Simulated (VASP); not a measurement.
# BP (F-43m) in VASP: a series of runs

BP is run at these levels: PBEsol; tasks: vibrations by perturbation theory, elastic constants.

Everything below comes from runs of VASP 6.6.1. Logs are shortened: lines on timing, memory, paths and dates and some standing lists are left out, and cuts for length are marked.

## 1. The cell of the first run

Symmetry: F-43m, No. 216, cubic system. Conventional cell: a = 4.550 Å, b = 4.550 Å, c = 4.550 Å, α = 90.00°, β = 90.00°, γ = 90.00°. B (site symmetry -43m) has 4 P at 1.97 Å within 2.6 Å. P (site symmetry -43m) has 4 B at 1.97 Å within 2.6 Å.

## 2. Vibrations by perturbation theory, PBEsol (phonons at volume x 1.02)

INCAR reads:

```
SYSTEM = BP
PREC     = Accurate       ! precision mode
ENCUT    = 520            ! plane-wave cutoff, eV
EDIFF    = 1E-8           ! SCF threshold, eV
ISMEAR   = 0              ! smearing method
SIGMA    = 0.01           ! smearing width, eV
LREAL    = .FALSE.        ! projectors in reciprocal space
LASPH    = .TRUE.         ! aspherical terms in the spheres
NELM     = 60             ! most SCF steps
ALGO     = Normal         ! electronic algorithm
ISIF     = 2              ! what is computed and relaxed
LWAVE    = .FALSE.        ! write WAVECAR
LCHARG   = .FALSE.        ! write CHGCAR
GGA      = PS             ! functional
IBRION   = 8              ! ionic algorithm
NSW      = 1              ! ionic steps
LEPSILON = .TRUE.         ! dielectric tensor by DFPT
```

KPOINTS reads:

```
Automatic mesh
0
G
  10 10 10
  0 0 0
```

POSCAR reads:

```
BP
1.0
    0.0000000000      2.2750542944      2.2750542944
    2.2750542944      0.0000000000      2.2750542944
    2.2750542944      2.2750542944      0.0000000000
B P
1 1
Direct
    0.0000000000      0.0000000000      0.0000000000
    0.7500000000      0.7500000000      0.7500000000
```

Potentials or basis: VASP PAW PBE potentials, release 64 (B, P).

On the command line:

```console
cat potpaw_PBE.64/B/POTCAR potpaw_PBE.64/P/POTCAR > POTCAR
mpirun -np 1 vasp_std > vasp.out
```

OUTCAR:

```text
SYSTEM = BP
   PREC = Accurate
   ENCUT = 520
   EDIFF = 1E-8
   ISMEAR = 0
   LREAL = .FALSE.
   LASPH = .TRUE.
   NELM = 60
   ISIF = 2
   GGA = PS
   IBRION = 8
   NSW = 1
   LEPSILON = .TRUE.

 ion  position               nearest neighbor table
   1  0.000  0.000  0.000-   2 1.97   2 1.97   2 1.97   2 1.97
   2  0.750  0.750  0.750-   1 1.97   1 1.97   1 1.97   1 1.97

  LATTYP: Found a face centered cubic cell.
 ALAT       =     4.5501085888

  Lattice vectors:

 A1 = (   0.0000000000,   2.2750542944,   2.2750542944)
 A2 = (   2.2750542944,   0.0000000000,   2.2750542944)
 A3 = (   2.2750542944,   2.2750542944,   0.0000000000)

Analysis of symmetry for initial positions (statically):
=====================================================================
 Subroutine PRICEL returns:
 Original cell was already a primitive cell.

 Routine SETGRP: Setting up the symmetry group for a
 face centered cubic supercell.

 Subroutine GETGRP returns: Found 24 space group operations
 (whereof 24 operations were pure point group operations)
 out of a pool of 48 trial point group operations.

The static configuration has the point symmetry T_d .

Analysis of symmetry for dynamics (positions and initial velocities):
=====================================================================
 Subroutine PRICEL returns:
 Original cell was already a primitive cell.

 Routine SETGRP: Setting up the symmetry group for a
 face centered cubic supercell.

 Subroutine GETGRP returns: Found 24 space group operations
 (whereof 24 operations were pure point group operations)
 out of a pool of 48 trial point group operations.

The dynamic configuration has the point symmetry T_d .

 Subroutine INISYM returns: Found 24 space group operations
 (whereof 24 operations are pure point group operations),
 and found     1 'primitive' translations

----------------------------------------------------------------------------------------

                                     Primitive cell

  volume of cell :      23.5508

  direct lattice vectors                    reciprocal lattice vectors
     0.000000000  2.275054294  2.275054294    -0.219774975  0.219774975  0.219774975
     2.275054294  0.000000000  2.275054294     0.219774975 -0.219774975  0.219774975
     2.275054294  2.275054294  0.000000000     0.219774975  0.219774975 -0.219774975

  length of vectors
     3.217412638  3.217412638  3.217412638     0.380661422  0.380661422  0.380661422

  position of ions in fractional coordinates (direct lattice)
     0.000000000  0.000000000  0.000000000
     0.750000000  0.750000000  0.750000000

  ion indices of the primitive-cell ions
   primitive index   ion index
                 1           1
                 2           2

----------------------------------------------------------------------------------------

 KPOINTS: Automatic mesh

Automatic generation of k-mesh.
 Grid dimensions read from file:
 generate k-points for:   10   10   10

 Generating k-lattice:

[... 412 lines left out ...]

 Free energy of the ion-electron system (eV)
  ---------------------------------------------------
  ---------------------------------------------------
  free energy    TOTEN  =        -0.58421376 eV

  energy without entropy =       -0.58421376

------------------------ aborting loop because EDIFF is reached ----------------------------------------

--------------------------------------- Ionic step        2  -------------------------------------------

------------------------ aborting loop because EDIFF is reached ----------------------------------------

--------------------------------------- Ionic step        3  -------------------------------------------

------------------------ aborting loop because EDIFF is reached ----------------------------------------

 PIEZOELECTRIC TENSOR FIELD DIRECTION 3  (e Angst)
 -----------------------------------------------------------------------------
    -0.00058 -0.15085  0.00000           ( -0.00000 -0.07629  0.00000)
    -0.15085 -0.00058  0.00000           ( -0.07629 -0.00000  0.00000)
     0.00000  0.00000  0.00006           (  0.00000  0.00000 -0.00000)

 PIEZOELECTRIC TENSOR FIELD DIRECTION 3  (C/m^2)
 -----------------------------------------------------------------------------
    -0.00039 -0.10263  0.00000
    -0.10263 -0.00039  0.00000
     0.00000  0.00000  0.00004

--------------------------------------- Ionic step        4  -------------------------------------------

------------------------ aborting loop because EDIFF is reached ----------------------------------------

[... ionic steps 5 to 6 ...]

--------------------------------------- Ionic step        7  -------------------------------------------

 Free energy of the ion-electron system (eV)
  ---------------------------------------------------
  ---------------------------------------------------
  free energy    TOTEN  =        -0.04077325 eV

  energy without entropy =       -0.04077325

------------------------ aborting loop because EDIFF is reached ----------------------------------------

 INTERNAL STRAIN TENSOR  FOR ION    2  DIRECTION 1   (eV/Angst):
 -----------------------------------------------------------------------------
    -0.00833  0.00000  0.00000
     0.00000  0.00696  6.63851
     0.00000  6.63851  0.00696

 MACROSCOPIC STATIC DIELECTRIC TENSOR (including local field effects in DFT)
 ------------------------------------------------------
           9.436774    -0.000000    -0.000000
          -0.000000     9.436774     0.000000
          -0.000000    -0.000000     9.436774
 ------------------------------------------------------

 PIEZOELECTRIC TENSOR (including local field effects)  for field in x, y, z        (e  Angst)
          XX          YY          ZZ          XY          YZ          ZX
  --------------------------------------------------------------------------------
  x    -0.00000     0.00000    -0.00000     0.00000    -0.14668     0.00000
  y     0.00000    -0.00000     0.00000     0.00000     0.00000    -0.14668
  z    -0.00000     0.00000     0.00000    -0.14668     0.00000     0.00000

 PIEZOELECTRIC TENSOR (including local field effects)  for field in x, y, z        (C/m^2)
          XX          YY          ZZ          XY          YZ          ZX
  --------------------------------------------------------------------------------
  x    -0.00000     0.00000    -0.00000     0.00000    -0.09978     0.00000
  y     0.00000    -0.00000     0.00000     0.00000     0.00000    -0.09978
  z    -0.00000     0.00000     0.00000    -0.09978     0.00000     0.00000

 BORN EFFECTIVE CHARGES (including local field effects) (in |e|, cummulative output)
 ---------------------------------------------------------------------------------
 ion    1
    1    -0.47630    -0.00000    -0.00000
    2    -0.00000    -0.47630    -0.00000
    3     0.00000     0.00000    -0.47630
 ion    2
    1     0.47630     0.00000     0.00000
    2     0.00000     0.47630     0.00000
    3    -0.00000    -0.00000     0.47630

 INTERNAL STRAIN TENSOR FOR ION    2 for displacements in x,y,z  (eV/Angst):
          X           Y           Z          XY          YZ          ZX
  --------------------------------------------------------------------------------
  x     0.00000     0.00000     0.00000     0.00000     6.63851     0.00000
  y     0.00000     0.00000     0.00000     0.00000     0.00000     6.63851
  z     0.00000     0.00000     0.00000     6.63851     0.00000     0.00000

 SECOND DERIVATIVES (NOT SYMMETRIZED)
 ------------------------------------
               1X          1Y          1Z          2X          2Y          2Z
  1X   -18.616885    0.000000    0.000000   18.616885    0.000000    0.000000
  1Y     0.000000  -18.616885    0.000000    0.000000   18.616885    0.000000
  1Z     0.000000    0.000000  -18.616885    0.000000    0.000000   18.616885
  2X    18.612582    0.000000    0.000000  -18.612582    0.000000    0.000000
  2Y     0.000000   18.612582    0.000000    0.000000  -18.612582    0.000000
  2Z     0.000000    0.000000   18.612582    0.000000    0.000000  -18.612582

 Eigenvectors and eigenvalues of the dynamical matrix
 ----------------------------------------------------

   1 f  =   23.827028 THz   149.709632 2PiTHz  794.784101 cm-1    98.540625 meV
             X         Y         Z           dx          dy          dz
      0.000000  0.000000  0.000000    -0.860997    0.000000    0.000000
      3.412581  3.412581  3.412581     0.508611    0.000000    0.000000
[... 21 lines left out ...]
   6 f/i=    0.001206 THz     0.007578 2PiTHz    0.040229 cm-1     0.004988 meV
             X         Y         Z           dx          dy          dz
      0.000000  0.000000  0.000000     0.000000   -0.508611    0.000000
      3.412581  3.412581  3.412581     0.000000   -0.860997    0.000000

--------------------------------------------------------------------------------------------------------

 MACROSCOPIC STATIC DIELECTRIC TENSOR IONIC CONTRIBUTION
 ------------------------------------------------------
           0.093640     0.000000    -0.000000
           0.000000     0.093640     0.000000
          -0.000000     0.000000     0.093640
 ------------------------------------------------------

 ELASTIC MODULI CONTR FROM IONIC RELAXATION (kBar)
 Direction    XX          YY          ZZ          XY          YZ          ZX
 --------------------------------------------------------------------------------
 XX          -0.0000     -0.0000     -0.0000     -0.0000     -0.0000     -0.0000
 YY          -0.0000     -0.0000     -0.0000     -0.0000     -0.0000      0.0000
 ZZ          -0.0000     -0.0000     -0.0000     -0.0000     -0.0000     -0.0000
 XY          -0.0000     -0.0000     -0.0000   -171.6016      0.0000     -0.0000
 YZ          -0.0000     -0.0000     -0.0000      0.0000   -171.6016     -0.0000
 ZX          -0.0000      0.0000     -0.0000     -0.0000     -0.0000   -171.6016
 --------------------------------------------------------------------------------

 PIEZOELECTRIC TENSOR IONIC CONTR  for field in x, y, z        (C/m^2)
          XX          YY          ZZ          XY          YZ          ZX
  --------------------------------------------------------------------------------
  x    -0.00000     0.00000     0.00000    -0.00000     0.11928     0.00000
  y     0.00000    -0.00000     0.00000     0.00000     0.00000     0.11928
  z     0.00000     0.00000     0.00000     0.11928    -0.00000     0.00000
```

Run time: 3 min. Hardware: 1 thread of AMD EPYC 9R45 (Zen 5), shared host; peak memory 0.17 GiB.

What came out:

```
Electronic dielectric tensor (diagonal)                 : 9.44
Born charges (mean of the diagonal)                     : B -0.48; P +0.48 e
Highest phonon frequency at Γ, LO-TO splitting left out : 795 cm⁻¹
```

Phonon frequencies in cm⁻¹ (negative: imaginary):
```csv
q point,frequencies
"(0.000, 0.000, 0.000)",0 0 0 795 795 795
```

Electronic dielectric tensor:
```
9.44 0.00 0.00
0.00 9.44 0.00
0.00 0.00 9.44
```

Born effective charge tensors (e):
atom 1, B
```
-0.48  0.00  0.00
 0.00 -0.48  0.00
 0.00  0.00 -0.48
```
atom 2, P
```
0.48 0.00 0.00
0.00 0.48 0.00
0.00 0.00 0.48
```

Caveat: the cell differs from its parent crystal (phonons at volume x 1.02); the cell wasn't relaxed at this level first, which shifts response properties.

(Continued in part 2 of 3.)
